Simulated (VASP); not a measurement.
## Si2I: relaxation of cell and atoms with PBE

The system is Si2I.

```xyz
6
Lattice="6.0322 0.0000 0.0000 0.0000 6.2159 0.0000 0.0000 0.0000 4.0602" Properties=species:S:1:pos:R:3 pbc="T T T"
Si    1.3573    5.1281    2.0301
Si    4.3734    4.1957    0.0000
Si    4.6750    1.0878    2.0301
Si    1.6589    2.0202    0.0000
I     3.0161    3.1080    2.0301
I     0.0000    0.0000    0.0000
```

```json
{
  "Program": "VASP 6.6.1",
  "Task": "relaxation of cell and atoms",
  "Functional": "PBE",
  "Potentials or basis": "VASP PAW PBE potentials, release 64 (Si, I)",
  "Cutoff": "600 eV",
  "k mesh": "4 × 4 × 4",
  "Occupations": "gaussian, width 0.1 eV",
  "Spin": "no spin polarisation",
  "Dipole correction": "no",
  "Further INCAR settings": "ALGO = Normal; EDIFF = 1e-07; IBRION = 2; EDIFFG = -0.04; NSW = 90; ISIF = 3"
}
```

* Relaxed volume: 27.94 Å³/atom
* Relaxed cell: a = 3.888 Å, b = 7.521 Å, c = 5.732 Å, α = 90.00°, β = 90.00°, γ = 90.00°
* Space group after relaxing (to 0.1 Å): Pnnm (No. 58)
* Pressure after relaxing: 0.0 GPa
* Largest force after relaxing: 0.022 eV/Å
* Band gap on the k mesh: zero (bands 15 and 16 overlap by 2.73 eV)

Forces on the atoms (eV/Å):
```
Si  -0.002  0.022  0.000
Si  -0.002 -0.022  0.000
Si   0.002 -0.022  0.000
Si   0.002  0.022  0.000
I    0.000  0.000  0.000
I    0.000  0.000  0.000
```

Stress tensor (GPa, compression positive):
```
-0.05  0.00  0.00
 0.00  0.12  0.00
 0.00  0.00 -0.02
```

Final structure:
```
Si I
1.0
     3.88845    0.00000    0.00000
     0.00000    7.52138    0.00000
     0.00000    0.00000    5.73191
Si I
4 2
Direct
  0.24561 0.91260 0.50000
  0.74561 0.58740 0.00000
  0.75439 0.08740 0.50000
  0.25439 0.41260 0.00000
  0.50000 0.50000 0.50000
  0.00000 0.00000 0.00000
```

Levels at points of the mesh, in eV from the Fermi level:
```tsv
k point	band 11	band 12	band 13	band 14	band 15	band 16	band 17	band 18	band 19
(0.00, 0.00, 0.00)	-2.05	-1.90	-1.51	-0.43	-0.10	0.31	1.20	2.20	2.43
(0.50, 0.00, 0.00)	-3.67	-3.67	-1.21	-1.21	-0.67	-0.67	0.22	0.22	2.90
(0.00, 0.50, 0.00)	-1.95	-1.95	-1.84	-1.84	1.42	1.42	2.00	2.28	2.46
(0.50, 0.50, 0.00)	-3.44	-3.44	-1.71	-1.71	-0.80	-0.80	-0.30	-0.30	3.72
(0.00, 0.00, 0.50)	-1.54	-1.54	-1.53	-1.53	-1.21	-1.21	0.48	0.48	1.40
(0.50, 0.00, 0.50)	-2.00	-2.00	-1.75	-1.75	0.26	0.26	0.33	0.33	1.60
(0.00, 0.50, 0.50)	-2.10	-2.10	-1.45	-1.45	-1.31	-1.31	1.21	1.21	2.33
(0.50, 0.50, 0.50)	-1.97	-1.97	-1.43	-1.43	-1.06	-1.06	0.20	0.20	1.54
```

Run time: 16 min on 1 thread of Intel(R) Xeon(R) 6975P-C (Granite Rapids), on a shared host, peak memory 0.34 GiB.

Caveat: the k points lie up to 0.40 Å⁻¹ apart in the final cell, too coarse for converged energies and pressures of a metal; a cell axis changed by over 15 % at a fixed basis, so the end point is rough; spin-orbit coupling is left out, which moves the levels of the heavy elements.
